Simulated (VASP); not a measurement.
Write the native input for VASP 6.6.1 that does the following.

| Quantity | Value |
| --- | --- |
| Task | single point |
| Functional | PBE |
| Potentials or basis | VASP PAW PBE potentials, release 64 (C, Si) |
| Cutoff | 600 eV |
| k mesh | 6 × 6 × 6 |
| Occupations | fermi-dirac, width 0.02 eV |
| Spin | no spin polarisation |
| Dipole correction | no |
| Further INCAR settings | ALGO = Normal; EDIFF = 1e-06; NBANDS = 16 |

The structure of SiC lies in POSCAR:

```
SiC
1.0
    1.2669330198      0.7314641200      7.1782541025
   -1.2669330198      0.7314641200      7.1782541025
    0.0000000000     -1.4629282400      7.1782541025
C Si
2 2
Direct
    0.1767202042      0.1767202042      0.1767202042
    0.8232797958      0.8232797958      0.8232797958
    0.7286037302      0.7286037302      0.7286037302
    0.2713962698      0.2713962698      0.2713962698
```

These files were run (other wordings do the same):

INCAR

```
SYSTEM = SiC
PREC     = Accurate       ! precision mode
ENCUT    = 600            ! plane-wave cutoff, eV
EDIFF    = 1E-6           ! SCF threshold, eV
ISMEAR   = -1             ! smearing method
SIGMA    = 0.02           ! smearing width, eV
LREAL    = .FALSE.        ! projectors in reciprocal space
LASPH    = .TRUE.         ! aspherical terms in the spheres
NELM     = 120            ! most SCF steps
ALGO     = Normal         ! electronic algorithm
ISIF     = 2              ! what is computed and relaxed
LWAVE    = .FALSE.        ! write WAVECAR
LCHARG   = .TRUE.         ! write CHGCAR
GGA      = PE             ! functional
LELF     = .TRUE.         ! ELF
LVHAR    = .TRUE.       
NBANDS   = 16             ! bands
GGA_COMPAT= .FALSE.
```

KPOINTS

```
regular mesh
0
G
  6 6 6
  0 0 0
```

Potentials or basis: VASP PAW PBE potentials, release 64 (C, Si).

Run with:

```sh
$ cat potpaw_PBE.64/C/POTCAR potpaw_PBE.64/Si/POTCAR > POTCAR
$ mpirun -np 1 vasp_std > vasp.out
```

It gave:

- Pressure: 3.2 GPa
- Largest force: 0.279 eV/Å
- Band gap on the k mesh: zero (bands 8 and 9 overlap by 6.82 eV)

Caveat: the k points lie up to 0.48 Å⁻¹ apart, too coarse for converged energies and pressures of a metal.

Run time: 2.9 min on 1 thread of Intel(R) Xeon(R) Platinum 8488C (Sapphire Rapids), with other jobs on the host, peak memory 0.44 GiB.
